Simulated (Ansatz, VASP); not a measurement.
## Rh: VASP beside Ansatz

Contents of POSCAR:

```
Rh
1.0
    0.0000000000      1.9015500000      1.8445035000
    1.9015500000      0.0000000000      1.8445035000
    1.9015500000      1.9015500000      0.0000000000
Rh
1
Direct
    0.0000000000      0.0000000000      0.0000000000
```

The input INCAR.step1:

```
SYSTEM = Rh
PREC     = Accurate       ! precision mode
ENCUT    = 680            ! plane-wave cutoff, eV
ISMEAR   = 0              ! smearing method
SIGMA    = 0.15           ! smearing width, eV
LREAL    = .FALSE.        ! projectors in reciprocal space
LASPH    = .TRUE.         ! aspherical terms in the spheres
NELM     = 120            ! most SCF steps
NBANDS   = 14             ! bands
GGA      = PE             ! functional
ALGO     = Normal         ! electronic algorithm
EDIFF    = 1E-5           ! SCF threshold, eV
LWAVE    = .TRUE.         ! write WAVECAR
LCHARG   = .FALSE.        ! write CHGCAR
GGA_COMPAT= .FALSE.
```

The input INCAR.step2:

```
SYSTEM = Rh
PREC     = Accurate       ! precision mode
ENCUT    = 680            ! plane-wave cutoff, eV
EDIFF    = 1E-6           ! SCF threshold, eV
ISMEAR   = 0              ! smearing method
SIGMA    = 0.15           ! smearing width, eV
LREAL    = .FALSE.        ! projectors in reciprocal space
LASPH    = .TRUE.         ! aspherical terms in the spheres
NELM     = 120            ! most SCF steps
ALGO     = Normal         ! electronic algorithm
ISIF     = 2              ! what is computed and relaxed
LWAVE    = .FALSE.        ! write WAVECAR
LCHARG   = .TRUE.         ! write CHGCAR
METAGGA  = R2SCAN         ! meta-GGA
LMIXTAU  = .TRUE.       
LELF     = .TRUE.         ! ELF
LVHAR    = .TRUE.       
NBANDS   = 14             ! bands
ISTART   = 1            
GGA_COMPAT= .FALSE.
```

The input KPOINTS:

```
Automatic mesh
0
G
  8 8 8
  0 0 0
```

Input for Ansatz:

```yaml
crystal:
  lattice:
    - [0.0, 1.90155, 1.8445035]
    - [1.90155, 0.0, 1.8445035]
    - [1.90155, 1.90155, 0.0]
  atoms:
    - { symbol: Rh, position: [0.0, 0.0, 0.0] }
basis:
  ecutwfc: 500
kpoints:
  mp_grid: { grid: [8, 8, 8] }
hamiltonian:
  xc: r2scan
scf:
  occupations: { method: gaussian, width: 0.15 }
output:
  forces: true
  stress: true
  eigenvalues: true
```

Change from the starting cell: strain +0.000 along x and y, -0.030 along z, atoms carried along.

Alike in both runs: task single point; functional r2SCAN; k mesh 8 × 8 × 8; occupations gaussian, width 0.15 eV; no spin polarisation.

```csv
,VASP,Ansatz
version,VASP 6.6.1,Ansatz 0.2.0
potentials or method,"VASP PAW PBE potentials, release 64 (Rh_sv_GW), cutoff 680 eV","scalar-relativistic, plane waves, PAW"
valence electrons in the cell,17,17
```

```csv
,VASP,Ansatz,Ansatz less VASP
gap on the k mesh at the Fermi level (eV),none,none,-
pressure (GPa),9.6,9.5,-0.06
"traceless stress, the component that is largest in VASP (GPa)",5.11,5.10,-0.012
```

VASP's potentials were made for PBE, not for r2SCAN. A gap of «none» marks a metal or a gap that the smearing closes.

The k mesh is coarse, so the values compare programs but aren't converged.
